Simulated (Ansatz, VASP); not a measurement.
## WSe2 in VASP and in Ansatz

```
W Se
1.0
     3.27902    0.00000    0.00000
    -1.63951    2.83971    0.00000
     0.00000    0.00000   12.78810
W Se
2 4
Direct
  0.33333 0.66667 0.25000
  0.66667 0.33333 0.75000
  0.33333 0.66667 0.61829
  0.66667 0.33333 0.11829
  0.33333 0.66667 0.88171
  0.66667 0.33333 0.38171
```

Alike in both runs: task electric field gradients; functional PBE; dispersion D3(BJ); k mesh 9 × 9 × 2; no spin polarisation.

|  | VASP | Ansatz |
| --- | --- | --- |
| version | VASP 6.6.1 | Ansatz 0.2.0 |
| potentials or method | VASP PAW PBE potentials, release 64 (W_sv, Se), cutoff 520 eV | scalar-relativistic, plane waves, PAW |
| occupations | gaussian, width 0.01 eV | fixed |
| valence electrons in the cell | 52 | 92 |

|  | VASP | Ansatz | Ansatz less VASP |
| --- | --- | --- | --- |
| gap on the k mesh at the Fermi level (eV) | 0.99 | 1.00 | +0.005 |
| least direct gap on the mesh (eV) | 1.56 | 1.57 | +0.003 |
| pressure (GPa) | 0.3 | 0.0 | -0.33 |
| traceless stress, the component that is largest in VASP (GPa) | 0.09 | 0.00 | -0.087 |
| rms of the force components (eV/Å) | 0.023 | 0.000 | -0.0227 |
| size of Vzz on the site where it differs most (V/Å²) | 147.0 | 162.9 | +15.91 |

Atom by atom the forces differ by 0.023 eV/Å (rms over components). VASP's potentials hold 52 valence electrons a cell and Ansatz's 92, so a difference there can come from the potentials and not from the codes.

Neither program's run includes spin-orbit coupling.
